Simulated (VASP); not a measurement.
# AlRu (Pm-3m) in VASP: further runs, part 2 of 2

VASP 6.6.1. Earlier steps stand in the parts before.

### Step 4. Vibrations by perturbation theory, PBE (phonons at volume x 0.98)

INCAR

```
ALGO     = Fast           # electronic algorithm
EDIFF    = 1E-8           # SCF threshold, eV
ENCUT    = 520            # plane-wave cutoff, eV
GGA      = PE             # functional
IBRION   = 8              # ionic algorithm
ISIF     = 2              # what is computed and relaxed
ISMEAR   = -1             # smearing method
LASPH    = True           # aspherical terms in the spheres
LCHARG   = True           # write CHGCAR
LREAL    = False          # projectors in reciprocal space
LWAVE    = False          # write WAVECAR
NELM     = 80             # most SCF steps
NSW      = 1              # ionic steps
PREC     = Accurate       # precision mode
SIGMA    = 0.15           # smearing width, eV
```

KPOINTS

```
k-points
0
Gamma
  14 14 14
```

POSCAR

```
AlRu
1.0
    2.9859851574      0.0000000000      0.0000000000
    0.0000000000      2.9859851574      0.0000000000
    0.0000000000      0.0000000000      2.9859851574
Al Ru
1 1
Direct
    0.0000000000      0.0000000000      0.0000000000
    0.5000000000      0.5000000000      0.5000000000
```

Potentials or basis: VASP PAW PBE potentials, release 64 (Al, Ru_pv).

The run is started by

```
$ cat potpaw_PBE.64/Al/POTCAR potpaw_PBE.64/Ru_pv/POTCAR > POTCAR
$ mpirun -np 1 vasp_std > vasp.out
```

OUTCAR:

```text
EDIFF = 1E-8
   ENCUT = 520
   GGA = PE
   IBRION = 8
   ISIF = 2
   ISMEAR = -1
   LASPH = True
   LREAL = False
   NELM = 80
   NSW = 1
   PREC = Accurate

 ion  position               nearest neighbor table
   1  0.000  0.000  0.000-   2 2.59   2 2.59   2 2.59   2 2.59   2 2.59   2 2.59   2 2.59   2 2.59

   2  0.500  0.500  0.500-   1 2.59   1 2.59   1 2.59   1 2.59   1 2.59   1 2.59   1 2.59   1 2.59

  LATTYP: Found a simple cubic cell.
 ALAT       =     2.9859851574

  Lattice vectors:

 A1 = (   2.9859851574,   0.0000000000,   0.0000000000)
 A2 = (   0.0000000000,   2.9859851574,   0.0000000000)
 A3 = (   0.0000000000,   0.0000000000,   2.9859851574)

Analysis of symmetry for initial positions (statically):
=====================================================================
 Subroutine PRICEL returns:
 Original cell was already a primitive cell.

 Routine SETGRP: Setting up the symmetry group for a
 simple cubic supercell.

 Subroutine GETGRP returns: Found 48 space group operations
 (whereof 48 operations were pure point group operations)
 out of a pool of 48 trial point group operations.

The static configuration has the point symmetry O_h .

Analysis of symmetry for dynamics (positions and initial velocities):
=====================================================================
 Subroutine PRICEL returns:
 Original cell was already a primitive cell.

 Routine SETGRP: Setting up the symmetry group for a
 simple cubic supercell.

 Subroutine GETGRP returns: Found 48 space group operations
 (whereof 48 operations were pure point group operations)
 out of a pool of 48 trial point group operations.

The dynamic configuration has the point symmetry O_h .

 Subroutine INISYM returns: Found 48 space group operations
 (whereof 48 operations are pure point group operations),
 and found     1 'primitive' translations

----------------------------------------------------------------------------------------

                                     Primitive cell

  volume of cell :      26.6234

  direct lattice vectors                    reciprocal lattice vectors
     2.985985157  0.000000000  0.000000000     0.334897847  0.000000000  0.000000000
     0.000000000  2.985985157  0.000000000     0.000000000  0.334897847  0.000000000
     0.000000000  0.000000000  2.985985157     0.000000000  0.000000000  0.334897847

  length of vectors
     2.985985157  2.985985157  2.985985157     0.334897847  0.334897847  0.334897847

  position of ions in fractional coordinates (direct lattice)
     0.000000000  0.000000000  0.000000000
     0.500000000  0.500000000  0.500000000

  ion indices of the primitive-cell ions
   primitive index   ion index
                 1           1
[... 133 lines left out ...]
      1     -30.9693      2.00000
      2     -30.9693      2.00000
      3     -30.9693      2.00000
      4       1.0888      2.00000
      5       7.2018      2.00000
      6       7.2018      2.00000
      7      10.9781      0.54654
      8      10.9781      0.54654
      9      10.9781      0.54654
     10      16.9026      0.00000
     11      16.9026      0.00000
     12      16.9026      0.00000
[... 331 lines left out ...]
 k-point    24 :       0.3571    0.2143    0.0000
  band No.  band energies     occupation
      1     -31.1332      2.00000
      2     -31.0353      2.00000
      3     -30.9473      2.00000
      4       3.9493      2.00000
      5       6.8500      2.00000
      6       8.2341      2.00000
      7       9.1678      1.99997
      8       9.5969      1.99947
      9      10.4534      1.85106
     10      13.4635      0.00000
     11      17.1788      0.00000
     12      19.7165      0.00000

 [... further k-points ...]
[... 5 lines left out ...]
  --------------------------------------------------------------------------------------
  -------------------------------------------------------------------------------------
  Total        0.7106325      0.7106325      0.7106325     -0.0000000     -0.0000000      0.0000000
  in kB       42.7654182     42.7654182     42.7654182     -0.0000000     -0.0000000      0.0000000
  external PRESSURE =      42.7654182 kB  Pullay stress =       0.0000000 kB

 VOLUME and BASIS-vectors are now :
 -----------------------------------------------------------------------------
  energy-cutoff  :      520.00
  volume of cell :       26.62
      direct lattice vectors                 reciprocal lattice vectors
     2.985985157  0.000000000  0.000000000     0.334897847  0.000000000  0.000000000
     0.000000000  2.985985157  0.000000000     0.000000000  0.334897847  0.000000000
     0.000000000  0.000000000  2.985985157     0.000000000  0.000000000  0.334897847

 POSITION                                       TOTAL-FORCE (eV/Angst)
 -----------------------------------------------------------------------------------
      0.00000      0.00000      0.00000         0.000000      0.000000      0.000000
      1.49299      1.49299      1.49299         0.000000      0.000000      0.000000
 -----------------------------------------------------------------------------------
    total drift:                                0.000000     -0.000000     -0.000000

  FREE ENERGIE OF THE ION-ELECTRON SYSTEM (eV)
  ---------------------------------------------------
  free  energy   TOTEN  =       -14.3092731810 eV

  energy  without entropy=      -14.1950407228  energy(sigma->0) =      -14.25215695

[... ionic steps 2 to 3 ...]

--------------------------------------- Ionic step        4  -------------------------------------------

------------------------ aborting loop because EDIFF is reached ----------------------------------------

[... ionic steps 5 to 6 ...]

--------------------------------------- Ionic step        7  -------------------------------------------

 Free energy of the ion-electron system (eV)
  ---------------------------------------------------
  ---------------------------------------------------
  free energy    TOTEN  =        -0.65030487 eV

  energy without entropy =       -0.65030487

------------------------ aborting loop because EDIFF is reached ----------------------------------------

 INTERNAL STRAIN TENSOR  FOR ION    2  DIRECTION 1   (eV/Angst):
 -----------------------------------------------------------------------------
     0.05367  0.00000 -0.00000
    -0.00000 -0.00491  0.00000
     0.00000  0.00000 -0.00491

 INTERNAL STRAIN TENSOR FOR ION    2 for displacements in x,y,z  (eV/Angst):
          X           Y           Z          XY          YZ          ZX
  --------------------------------------------------------------------------------
  x     0.00000     0.00000     0.00000     0.00000     0.00000     0.00000
  y     0.00000     0.00000     0.00000     0.00000     0.00000     0.00000
  z     0.00000     0.00000     0.00000     0.00000     0.00000     0.00000

 SECOND DERIVATIVES (NOT SYMMETRIZED)
 ------------------------------------
               1X          1Y          1Z          2X          2Y          2Z
  1X    -7.992683    0.000000    0.000000    7.992683   -0.000000   -0.000000
  1Y     0.000000   -7.992683   -0.000000   -0.000000    7.992683    0.000000
  1Z     0.000000    0.000000   -7.992683   -0.000000   -0.000000    7.992683
  2X     7.982784   -0.000000    0.000000   -7.982784    0.000000    0.000000
  2Y    -0.000000    7.982784    0.000000    0.000000   -7.982784   -0.000000
  2Z     0.000000    0.000000    7.982784   -0.000000   -0.000000   -7.982784

 Eigenvectors and eigenvalues of the dynamical matrix
 ----------------------------------------------------

   1 f  =    9.576166 THz    60.168829 2PiTHz  319.426531 cm-1    39.603825 meV
             X         Y         Z           dx          dy          dz
      0.000000  0.000000  0.000000    -0.888539    0.000000    0.000000
      1.492993  1.492993  1.492993     0.458802   -0.000000    0.000000
[... 21 lines left out ...]
   6 f/i=    0.002419 THz     0.015198 2PiTHz    0.080684 cm-1     0.010004 meV
             X         Y         Z           dx          dy          dz
      0.000000  0.000000  0.000000    -0.000000   -0.000000   -0.458802
      1.492993  1.492993  1.492993     0.000000    0.000000   -0.888539

--------------------------------------------------------------------------------------------------------

 ELASTIC MODULI CONTR FROM IONIC RELAXATION (kBar)
 Direction    XX          YY          ZZ          XY          YZ          ZX
 --------------------------------------------------------------------------------
 XX           0.0000      0.0000      0.0000      0.0000      0.0000      0.0000
 YY           0.0000      0.0000      0.0000      0.0000      0.0000      0.0000
 ZZ           0.0000      0.0000      0.0000      0.0000      0.0000      0.0000
 XY           0.0000      0.0000      0.0000      0.0000      0.0000      0.0000
 YZ           0.0000      0.0000      0.0000      0.0000      0.0000      0.0000
 ZX           0.0000      0.0000      0.0000      0.0000      0.0000      0.0000
 --------------------------------------------------------------------------------
```

It took 72 s on 1 thread of Intel Xeon 6975P-C (Granite Rapids), shared host; peak memory 0.35 GiB.

Results:

```yaml
Highest_phonon_frequency_at_Γ_LO-TO_splitting_left_out: 319 cm⁻¹
```

Phonon frequencies in cm⁻¹ (negative: imaginary):
```csv
q point,frequencies
"(0.000, 0.000, 0.000)",0 0 0 319 319 319
```

Caveat: the cell differs from its parent crystal (phonons at volume x 0.98); the cell wasn't relaxed at this level first, which shifts response properties.
